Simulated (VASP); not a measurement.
# Ge in VASP: further runs

Ge is run at these levels: LDA; tasks: single point.

All numbers are computed with VASP 6.6.1; they aren't measurements. Logs are shortened: lines on timing, memory, paths and dates and some standing lists are left out, and cuts for length are marked.

### 1 The cell of the first run

The cell holds a slab with vacuum, 2 atoms: a = 4.085 Å, b = 4.085 Å, c = 28.000 Å, α = 90.00°, β = 90.00°, γ = 120.00°.

### 2 Single point, LDA

INCAR

```
SYSTEM = Ge
PREC = Accurate
ENCUT = 520
EDIFF = 1E-6
ISMEAR = 0
SIGMA = 0.1
LREAL = .FALSE.
LASPH = .TRUE.
NELM = 80
ALGO = Normal
ISIF = 2
LWAVE = .FALSE.
LCHARG = .FALSE.
LDIPOL = .TRUE.
IDIPOL = 3
DIPOL = 0.5 0.5 0.500
NBANDS = 21
```

KPOINTS

```
Automatic mesh
0
G
  12 12 1
  0 0 0
```

POSCAR

```
Ge
1.0
    4.0850000000      0.0000000000      0.0000000000
   -2.0425000000      3.5377137745      0.0000000000
    0.0000000000      0.0000000000     28.0000000000
Ge
2
Direct
    0.3333333333      0.6666666667      0.5076607143
    0.6666666667      0.3333333333      0.4923392857
```

Potentials or basis: VASP PAW LDA potentials, release 64 (Ge_d).

Launch:

```bash
$ cat potpaw_LDA.64/Ge_d/POTCAR > POTCAR
$ mpirun -np 1 vasp_std > vasp.out
```

OUTCAR:

```text
SYSTEM = Ge
   PREC = Accurate
   ENCUT = 520
   EDIFF = 1E-6
   ISMEAR = 0
   LREAL = .FALSE.
   LASPH = .TRUE.
   NELM = 80
   ISIF = 2

 ion  position               nearest neighbor table
   1  0.333  0.667  0.508-   2 2.40   2 2.40   2 2.40
   2  0.667  0.333  0.492-   1 2.40   1 2.40   1 2.40

  LATTYP: Found a hexagonal cell.
 ALAT       =     4.0850000000
 C/A-ratio  =     6.8543451652

  Lattice vectors:

 A1 = (   4.0850000000,   0.0000000000,   0.0000000000)
 A2 = (  -2.0425000000,   3.5377137745,   0.0000000000)
 A3 = (   0.0000000000,   0.0000000000,  28.0000000000)

Analysis of symmetry for initial positions (statically):
=====================================================================
 Subroutine PRICEL returns:
 Original cell was already a primitive cell.

 Routine SETGRP: Setting up the symmetry group for a
 hexagonal supercell.

 Subroutine GETGRP returns: Found 12 space group operations
 (whereof 12 operations were pure point group operations)
 out of a pool of 24 trial point group operations.

The static configuration has the point symmetry D_3d.

Analysis of symmetry for dynamics (positions and initial velocities):
=====================================================================
 Subroutine PRICEL returns:
 Original cell was already a primitive cell.

 Routine SETGRP: Setting up the symmetry group for a
 hexagonal supercell.

 Subroutine GETGRP returns: Found 12 space group operations
 (whereof 12 operations were pure point group operations)
 out of a pool of 24 trial point group operations.

The dynamic configuration has the point symmetry D_3d.

 Subroutine INISYM returns: Found 12 space group operations
 (whereof 12 operations are pure point group operations),
 and found     1 'primitive' translations

----------------------------------------------------------------------------------------

                                     Primitive cell

  volume of cell :     404.6437

  direct lattice vectors                    reciprocal lattice vectors
     4.085000000  0.000000000  0.000000000     0.244798042  0.141334215  0.000000000
    -2.042500000  3.537713774  0.000000000     0.000000000  0.282668430  0.000000000
     0.000000000  0.000000000 28.000000000     0.000000000  0.000000000  0.035714286

  length of vectors
     4.085000000  4.085000000 28.000000000     0.282668430  0.282668430  0.035714286

  position of ions in fractional coordinates (direct lattice)
     0.333333333  0.666666667  0.507660714
     0.666666667  0.333333333  0.492339286

  ion indices of the primitive-cell ions
   primitive index   ion index
                 1           1
                 2           2

----------------------------------------------------------------------------------------

 KPOINTS: Automatic mesh

Automatic generation of k-mesh.
 Grid dimensions read from file:
 generate k-points for:   12   12    1

 Generating k-lattice:

  Cartesian coordinates                     Fractional coordinates (reciprocal lattice)
     0.020399837  0.011777851  0.000000000     0.083333333  0.000000000  0.000000000
     0.000000000  0.023555703  0.000000000     0.000000000  0.083333333  0.000000000
     0.000000000  0.000000000  0.035714286     0.000000000  0.000000000  1.000000000

  Length of vectors
     0.023555703  0.023555703  0.035714286

  Shift w.r.t. Gamma in fractional coordinates (k-lattice)
     0.000000000  0.000000000  0.000000000

 Subroutine IBZKPT returns following result:
 ===========================================

 Found     19 irreducible k-points:

 Following reciprocal coordinates:
            Coordinates               Weight
  0.000000  0.000000  0.000000      1.000000
  0.083333 -0.000000  0.000000      6.000000
  0.166667  0.000000  0.000000      6.000000
  0.250000 -0.000000  0.000000      6.000000
  0.333333 -0.000000  0.000000      6.000000
  0.416667 -0.000000  0.000000      6.000000
[... 11 lines left out ...]
  0.333333  0.250000  0.000000     12.000000
  0.333333  0.333333  0.000000      2.000000
   k-points           NKPTS =     19   k-points in BZ     NKDIM =     19   number of bands    NBANDS=     21
   number of dos      NEDOS =    301   number of ions     NIONS =      2
   total plane-waves  NPLWV = 189000
   dimension x,y,z NGX =    30 NGY =   30 NGZ =  210
   dimension x,y,z NGXF=    60 NGYF=   60 NGZF=  420
   ions per type =               2
   NGX,Y,Z   is equivalent  to a cutoff of  12.21, 12.21, 12.47 a.u.
   NGXF,Y,Z  is equivalent  to a cutoff of  24.42, 24.42, 24.94 a.u.
 SYSTEM =  Ge
   PREC   = accura    normal or accurate (medium, high low for compatibility)
   ISTART =      0    job   : 0-new  1-cont  2-samecut
   ICHARG =      2    charge: 1-file 2-atom 10-const
   ISPIN  =      1    spin polarized calculation?
   LNONCOLLINEAR =      F non collinear calculations
   LSORBIT =      F    spin-orbit coupling
   LASPH  =      T    aspherical Exc in radial PAW
   ENCUT  =  520.0 eV  38.22 Ry    6.18 a.u.   7.60  7.60 52.06*2*pi/ulx,y,z
   NELM   =     80;   NELMIN=  2; NELMDL= -5     # of ELM steps
   EDIFF  = 0.1E-05   stopping-criterion for ELM
   LREAL  =      F    real-space projection
   EDIFFG = 0.1E-04   stopping-criterion for IOM
   NSW    =      0    number of steps for IOM
   IBRION =     -1    ionic relax: 0-MD 1-quasi-New 2-CG
   NFREE  =      0    steps in history (QN), initial steepest desc. (CG)
   ISIF   =      2    stress and relaxation
   ISYM   =      2    0-nonsym 1-usesym 2-fastsym
   POTIM  = 0.5000    time-step for ionic-motion
   TEBEG  =    0.0;   TEEND  =   0.0 temperature during run
   PSTRESS=    0.0 pullay stress
   NELECT =      28.0000    total number of electrons
   NUPDOWN=      -1.0000    fix difference up-down
   EMIN   =  10.00;   EMAX   =-10.00  energy-range for DOS
   EFERMI =   0.00;   METHOD = LEGACY
   ISMEAR =     0;   SIGMA  =   0.10  broadening in eV -4-tet -1-fermi 0-gaus
   EFERMI_NEDOS =   21; number of points for ismear=-14 and -15
   IALGO  =     38    algorithm
   IMIX   =      4    mixing-type and parameters
     AMIX     =   0.40;   BMIX     =  1.00
     AMIX_MAG =   1.60;   BMIX_MAG =  1.00
  volume/ion in A,a.u.               =     202.32      1365.34
  Fermi-wavevector in a.u.,A,eV,Ry     =   0.672104  1.270093  6.146078  0.451724
  Thomas-Fermi vector in A             =   1.748124
   LORBIT       =      0    0 simple, 1 ext, 2 COOP (PROOUT), +10 PAW based schemes
   GGA     = CA    functional components
   LHFCALC =     F    Hartree Fock is set to
   AEXX    =    0.0000 exact exchange contribution
   IVDW    =     0    specifies the selected vdW correction
   LEPSILON=     F    determine dielectric tensor
   LRPA    =     F    only Hartree local field effects (RPA)
 non-spin polarized calculation
 Gauss-broadening in eV      SIGMA  =   0.10
  energy-cutoff  :      520.00
  volume of cell :      404.64
 maximum number of plane-waves:     10948
   NGX = 15   NGY = 15   NGZ =105

 dipolmoment           0.000000      0.000000      0.000000 electrons x Angstroem

 number of electron      27.9999971 magnetization

 dipolmoment           0.000000      0.000000     -0.000000 electrons x Angstroem

 Free energy of the ion-electron system (eV)
  ---------------------------------------------------
  ext. energy  EPLUGINS =         0.00000000
  ---------------------------------------------------
  free energy    TOTEN  =        -9.06238246 eV

  energy without entropy =       -9.06113410  energy(sigma->0) =       -9.06175828

 E-fermi :  -3.6599     XC(G=0):  -1.6661

 val. band max:       -4.1458605422   @ k =   0.3333   0.2500   0.0000
 cond. band min:      -3.6121597324   @ k =   0.3333   0.3333   0.0000
 fundamental gap:      0.5337008098
 Fermi energy:        -3.6598535284

 k-point     1 :       0.0000    0.0000    0.0000
  band No.  band energies     occupation
      1     -28.6724      2.00000
      2     -28.6724      2.00000
      3     -28.6643      2.00000
      4     -28.6346      2.00000
      5     -28.6346      2.00000
      6     -28.4951      2.00000
[... 13 lines left out ...]
     20       1.0637      0.00000
     21       1.5149      0.00000

 k-point     2 :       0.0833   -0.0000    0.0000
  band No.  band energies     occupation
      1     -28.6809      2.00000
      2     -28.6803      2.00000
      3     -28.6665      2.00000
      4     -28.6290      2.00000
      5     -28.6270      2.00000
      6     -28.4942      2.00000
[... 13 lines left out ...]
     20       1.1332      0.00000
     21       1.4299      0.00000

 k-point     3 :       0.1667    0.0000    0.0000
  band No.  band energies     occupation
      1     -28.6971      2.00000
      2     -28.6957      2.00000
      3     -28.6719      2.00000
      4     -28.6211      2.00000
      5     -28.6125      2.00000
      6     -28.5012      2.00000
[... 13 lines left out ...]
     20       1.1621      0.00000
     21       1.4606      0.00000

 k-point     4 :       0.2500   -0.0000    0.0000
  band No.  band energies     occupation
      1     -28.7132      2.00000
      2     -28.7114      2.00000
      3     -28.6778      2.00000
      4     -28.6170      2.00000
      5     -28.5975      2.00000
      6     -28.5156      2.00000
[... 13 lines left out ...]
     20       1.8526      0.00000
     21       1.8743      0.00000

 k-point     5 :       0.3333   -0.0000    0.0000
  band No.  band energies     occupation
      1     -28.7261      2.00000
      2     -28.7245      2.00000
      3     -28.6827      2.00000
      4     -28.6167      2.00000
      5     -28.5842      2.00000
      6     -28.5291      2.00000
[... 13 lines left out ...]
     20       2.7397      0.00000
     21       2.8015      0.00000
[... 262 lines left out ...]
     20       3.6147      0.00000
     21       3.9895      0.00000

 k-point    17 :       0.2500    0.2500    0.0000
  band No.  band energies     occupation
      1     -28.7674      2.00000
      2     -28.7027      2.00000
      3     -28.6866      2.00000
      4     -28.6173      2.00000
      5     -28.5616      2.00000
      6     -28.5407      2.00000
[... 13 lines left out ...]
     20       3.1535      0.00000
     21       3.3416      0.00000

 k-point    18 :       0.3333    0.2500    0.0000
  band No.  band energies     occupation
      1     -28.7762      2.00000
      2     -28.6990      2.00000
      3     -28.6889      2.00000
      4     -28.6180      2.00000
      5     -28.5533      2.00000
      6     -28.5467      2.00000
[... 13 lines left out ...]
     20       3.4906      0.00000
     21       3.9442      0.00000

 k-point    19 :       0.3333    0.3333    0.0000
  band No.  band energies     occupation
      1     -28.7807      2.00000
      2     -28.6927      2.00000
      3     -28.6927      2.00000
      4     -28.6182      2.00000
      5     -28.5488      2.00000
      6     -28.5488      2.00000
[... 13 lines left out ...]
     20       3.2654      0.00000
     21       3.2654      0.00000

------------------------ aborting loop because EDIFF is reached ----------------------------------------

 vacuum level on the upper side and lower side of the slab       (xc-potential included)        -0.006        -0.006

  FORCE on cell =-STRESS in cart. coord.  units (eV):
  Direction    XX          YY          ZZ          XY          YZ          ZX
  --------------------------------------------------------------------------------------
  -------------------------------------------------------------------------------------
  Total       -1.6028726     -1.6028726      0.1470393      0.0000000      0.0000000      0.0000000
  in kB       -6.3465367     -6.3465367      0.5821985      0.0000000      0.0000000      0.0000000
  external PRESSURE =      -4.0369583 kB  Pullay stress =       0.0000000 kB

 VOLUME and BASIS-vectors are now :
 -----------------------------------------------------------------------------
  energy-cutoff  :      520.00
  volume of cell :      404.64
      direct lattice vectors                 reciprocal lattice vectors
     4.085000000  0.000000000  0.000000000     0.244798042  0.141334215  0.000000000
    -2.042500000  3.537713774  0.000000000     0.000000000  0.282668430  0.000000000
     0.000000000  0.000000000 28.000000000     0.000000000  0.000000000  0.035714286

 POSITION                                       TOTAL-FORCE (eV/Angst)
 -----------------------------------------------------------------------------------
     -0.00000      2.35848     14.21450        -0.000000      0.000000      0.374660
      2.04250      1.17924     13.78550         0.000000     -0.000000     -0.374660
 -----------------------------------------------------------------------------------
    total drift:                                0.000000      0.000000     -0.000000

  FREE ENERGIE OF THE ION-ELECTRON SYSTEM (eV)
  ---------------------------------------------------
  free  energy   TOTEN  =        -9.0623824615 eV

  energy  without entropy=       -9.0611341040  energy(sigma->0) =       -9.06175828

 vacuum level on the upper side and lower side of the slab         1.056         1.056
```

Run time: 4.4 min. Hardware: 1 thread of AMD EPYC 7R43 (Zen 3), shared host; peak memory 0.36 GiB.

What came out:

| Property | Result |
| --- | --- |
| Free energy | -9.0624 eV |
| Largest force | 0.375 eV/Å |
| Band gap on the k mesh | zero (band 14 reaches -3.61 eV, above the bottom of band 15 at -4.35 eV) |

Forces in eV/Å, atoms in the order of the input:
```
Ge   0.000  0.000  0.375
Ge   0.000  0.000 -0.375
```

Levels at points of the mesh, in eV from the Fermi level:
```csv
k point,band 11,band 12,band 13,band 14,band 15,band 16,band 17,band 18
"(0.00, 0.00, 0.00)",-11.71,-3.23,-1.16,-1.16,-0.69,2.81,3.40,3.40
"(0.50, 0.00, 0.00)",-9.73,-7.90,-2.64,-1.05,0.80,0.83,5.74,6.35
```

### 3 Single point, LDA

INCAR

```
  PREC = Accurate
  ENCUT = 520
  EDIFF = 1E-6
  ISMEAR = 0
  SIGMA = 0.1
  LREAL = False
  LASPH = True
  NELM = 80
  ALGO = Normal
  ISIF = 2
  LWAVE = False
  LCHARG = True
  LDIPOL = True
  IDIPOL = 3
  DIPOL = 0.5 0.5 0.500
  LELF = True
  LVHAR = True
  LVACPOTAV = True
  NBANDS = 21
```

KPOINTS

```
Automatic mesh
0
Gamma
  12 12 1
```

POSCAR

```
Ge
1.0
    4.0850000000      0.0000000000      0.0000000000
   -2.0425000000      3.5377137745      0.0000000000
    0.0000000000      0.0000000000     28.0000000000
Ge
2
Direct
    0.3333333333      0.6666666667      0.5127500000
    0.6666666667      0.3333333333      0.4872500000
```

Potentials or basis: VASP PAW LDA potentials, release 64 (Ge_d).

Launch:

```bash
$ cat potpaw_LDA.64/Ge_d/POTCAR > POTCAR
$ mpirun -np 1 vasp_std > vasp.out
```

OUTCAR:

```text
PREC = Accurate
   ENCUT = 520
   EDIFF = 1E-6
   ISMEAR = 0
   LREAL = False
   LASPH = True
   NELM = 80
   ISIF = 2

 ion  position               nearest neighbor table
   1  0.333  0.667  0.513-   2 2.46   2 2.46   2 2.46
   2  0.667  0.333  0.487-   1 2.46   1 2.46   1 2.46

  LATTYP: Found a hexagonal cell.
 ALAT       =     4.0850000000
 C/A-ratio  =     6.8543451652

  Lattice vectors:

 A1 = (   4.0850000000,   0.0000000000,   0.0000000000)
 A2 = (  -2.0425000000,   3.5377137745,   0.0000000000)
 A3 = (   0.0000000000,   0.0000000000,  28.0000000000)
[... 637 lines left out ...]

  FORCE on cell =-STRESS in cart. coord.  units (eV):
  Direction    XX          YY          ZZ          XY          YZ          ZX
  --------------------------------------------------------------------------------------
  -------------------------------------------------------------------------------------
  Total       -2.0680079     -2.0680079     -0.3291763      0.0000000      0.0000000      0.0000000
  in kB       -8.1882292     -8.1882292     -1.3033660      0.0000000      0.0000000      0.0000000
  external PRESSURE =      -5.8932748 kB  Pullay stress =       0.0000000 kB

 VOLUME and BASIS-vectors are now :
 -----------------------------------------------------------------------------
  energy-cutoff  :      520.00
  volume of cell :      404.64
      direct lattice vectors                 reciprocal lattice vectors
     4.085000000  0.000000000  0.000000000     0.244798042  0.141334215  0.000000000
    -2.042500000  3.537713774  0.000000000     0.000000000  0.282668430  0.000000000
     0.000000000  0.000000000 28.000000000     0.000000000  0.000000000  0.035714286

 POSITION                                       TOTAL-FORCE (eV/Angst)
 -----------------------------------------------------------------------------------
     -0.00000      2.35848     14.35700        -0.000000      0.000000     -0.440748
      2.04250      1.17924     13.64300         0.000000     -0.000000      0.440748
 -----------------------------------------------------------------------------------
    total drift:                                0.000000     -0.000000     -0.000000

  FREE ENERGIE OF THE ION-ELECTRON SYSTEM (eV)
  ---------------------------------------------------
  free  energy   TOTEN  =        -9.0690473341 eV

  energy  without entropy=       -9.0674800911  energy(sigma->0) =       -9.06826371

 vacuum level on the upper side and lower side of the slab         1.027         1.027
```

It took 4.1 min on 1 thread of AMD EPYC 7R43 (Zen 3), shared host; peak memory 0.36 GiB.

What came out:

```yaml
Free_energy: -9.0690 eV
Largest_force: 0.441 eV/Å
Band_gap_on_the_k_mesh: zero (filled and empty bands touch)
```

Forces in eV/Å, atoms in the order of the input:
```
Ge   0.000  0.000 -0.441
Ge   0.000  0.000  0.441
```

### 4 Single point, LDA

INCAR

```
  PREC = Accurate
  ENCUT = 520
  EDIFF = 1E-7
  ISMEAR = 0
  SIGMA = 0.1
  LREAL = False
  LASPH = True
  NELM = 60
  ALGO = Normal
  ISIF = 2
  LWAVE = False
  LCHARG = False
  LDIPOL = True
  IDIPOL = 3
  DIPOL = 0.5 0.5 0.500
  GGA = CA
  NBANDS = 21
```

KPOINTS is that of step 3.

POSCAR

```
Ge
1.0
    4.0850000000      0.0000000000      0.0000000000
   -2.0425000000      3.5377137745      0.0000000000
    0.0000000000      0.0000000000     28.0000000000
Ge
2
Direct
    0.3333333333      0.6666666667      0.5178571429
    0.6666666667      0.3333333333      0.4821428571
```

Launch:

```bash
$ cat potpaw_LDA.64/Ge_d/POTCAR > POTCAR
$ mpirun -np 1 vasp_std > vasp.out
```

Run time: 5.6 min. Hardware: 1 thread of AMD EPYC 7R43 (Zen 3), shared host; peak memory 0.38 GiB.

Results (log left out):

```
Free energy            : -8.7631 eV
Largest force          : 1.633 eV/Å
Band gap on the k mesh : zero (band 14 reaches -3.35 eV, above the bottom of band 15 at -3.86 eV)
```

Forces in eV/Å, atoms in the order of the input:
```
Ge   0.000  0.000 -1.633
Ge   0.000  0.000  1.633
```

Levels at points of the mesh, in eV from the Fermi level:
```
           k point  band 10  band 11  band 12  band 13  band 14  band 15  band 16  band 17  band 18  band 19
(0.00, 0.00, 0.00)   -24.29   -10.63    -4.29     0.14     0.14     1.02     1.44     3.88     3.88     4.28
(0.50, 0.00, 0.00)   -24.27    -8.73    -7.01    -1.52    -1.31     0.20     2.01     4.60     5.84     6.06
```
